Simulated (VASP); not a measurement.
TiSi (wurtzite type), 4 atoms in the cell. The structure is hexagonal, space group P6_3/mmc (No. 194). Conventional cell: a = 3.844 Å, b = 3.844 Å, c = 4.479 Å, α = 90.00°, β = 90.00°, γ = 120.00°. Within 2.9 Å of Ti (site symmetry -6m2) lie 5 Si at 2.22 to 2.24 Å. Within 2.9 Å of Si (site symmetry -6m2) lie 5 Ti at 2.22 to 2.24 Å. 

| Item | Value |
| --- | --- |
| Program | VASP 6.6.1 |
| Task | single point |
| Functional | PBEsol |
| Potentials or basis | VASP PAW PBE potentials, release 64 (Ti_sv, Si) |
| Cutoff | 520 eV |
| k mesh | 10 × 10 × 5 |
| Occupations | fermi-dirac, width 0.08 eV |
| Spin | no spin polarisation |
| Dipole correction | no |
| Further INCAR settings | ALGO = Normal; EDIFF = 1e-06; NBANDS = 24 |

Potentials or basis: VASP PAW PBE potentials, release 64 (Ti_sv, Si).

Run with:

```sh
$ cat potpaw_PBE.64/Ti_sv/POTCAR potpaw_PBE.64/Si/POTCAR > POTCAR
$ mpirun -np 1 vasp_std > vasp.out
```

Hardware: 1 thread of Intel(R) Xeon(R) Platinum 8259CL CPU @ 2.50GHz (Skylake/Cascade Lake), on a shared host.

Task: How long does it take, and how much memory?

Result: It took 73 s on 1 thread of Intel(R) Xeon(R) Platinum 8259CL CPU @ 2.50GHz (Skylake/Cascade Lake) (shared host), peak memory 0.2 GiB. Counts: scf iterations 13, k points 42.
